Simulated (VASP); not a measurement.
A run of VASP 6.6.1 is set up as follows.

INCAR

```
SYSTEM = Co
PREC = Accurate
ENCUT = 520
EDIFF = 1E-8
ISMEAR = -1
SIGMA = 0.03
LREAL = .False.
LASPH = .True.
NELM = 150
ALGO = Normal
ISIF = 2
LWAVE = .False.
LCHARG = .False.
ISPIN = 2
MAGMOM = 2 2
LORBIT = 11
LMAXMIX = 4
LEFG = .True.
NBANDS = 20
```

KPOINTS

```
Automatic mesh
0
Gamma
  17 17 9
  0 0 0
```

POSCAR

```
Co
1.0
    2.5125316956      0.0000000000      0.0000000000
   -1.2562658478      2.1759162762      0.0000000000
    0.0000000000      0.0000000000      4.0870761931
Co
2
Direct
    0.3333333333      0.6666666667      0.2500000000
    0.6666666667      0.3333333333      0.7500000000
```

Potentials or basis: VASP PAW LDA potentials, release 64 (Co).

The run is started by

```bash
$ cat potpaw_LDA.64/Co/POTCAR > POTCAR
$ mpirun -np 1 vasp_std > vasp.out
```

Problem. Estimate the pressure.

Solution. -23.5 GPa.

Problem. Predict the net moment.

Solution. 3.17 μB per cell.

Stress tensor (GPa, compression positive):
```
-22.64   0.00   0.00
  0.00 -22.64   0.00
  0.00   0.00 -25.14
```

Caveat: the cell stands under tension; without QUAD_EFG the Cq values of the log hold for a quadrupole moment of 1 mb, not for the nuclei.
